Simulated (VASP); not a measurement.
Wanted: the native input for a VASP 6.6.1 run.

- Task: single point
- Functional: PBEsol
- Potentials or basis: VASP PAW PBE potentials, release 64 (Ta_pv, N)
- Cutoff: 520 eV
- k mesh: 10 × 10 × 9
- Occupations: fermi-dirac, width 0.05 eV
- Spin: no spin polarisation
- Dipole correction: no
- Further INCAR settings: ALGO = Normal; EDIFF = 1e-06; NBANDS = 15

The structure of TaN lies in POSCAR:

```
TaN
1.0
    2.9766623284      0.0000000000      0.0000000000
   -1.4883311642      2.5778651949      0.0000000000
    0.0000000000      0.0000000000      2.9209385612
Ta N
1 1
Direct
    0.0000000000      0.0000000000      0.5000000000
    0.6666666667      0.3333333333      0.0000000000
```

This cell differs from its parent crystal: volume scaled by 1.04.

One way to write it, as run:

INCAR

```
SYSTEM = TaN
PREC = Accurate
ENCUT = 520
EDIFF = 1E-6
ISMEAR = -1
SIGMA = 0.05
LREAL = .False.
LASPH = .True.
NELM = 60
ALGO = Normal
ISIF = 2
LWAVE = .False.
LCHARG = .True.
GGA = PS
LELF = .True.
LVHAR = .True.
NBANDS = 15
```

KPOINTS

```
Automatic mesh
0
Gamma
  10 10 9
  0 0 0
```

Potentials or basis: VASP PAW PBE potentials, release 64 (Ta_pv, N).

Run with:

```bash
$ cat potpaw_PBE.64/Ta_pv/POTCAR potpaw_PBE.64/N/POTCAR > POTCAR
$ mpirun -np 1 vasp_std > vasp.out
```

It gave:

The pressure is -16.6 GPa. The band gap on the k mesh is zero (band 8 reaches 7.89 eV, above the bottom of band 9 at 7.61 eV).

Caveat: the PAW data sets were made with another functional, which shifts forces and pressure a little; spin-orbit coupling is left out, which moves the levels of the heavy elements.

Wall time 22 s on 1 thread of AMD EPYC 7R43 64-Core Processor (Zen 3), on a shared host, peak memory 0.12 GiB.
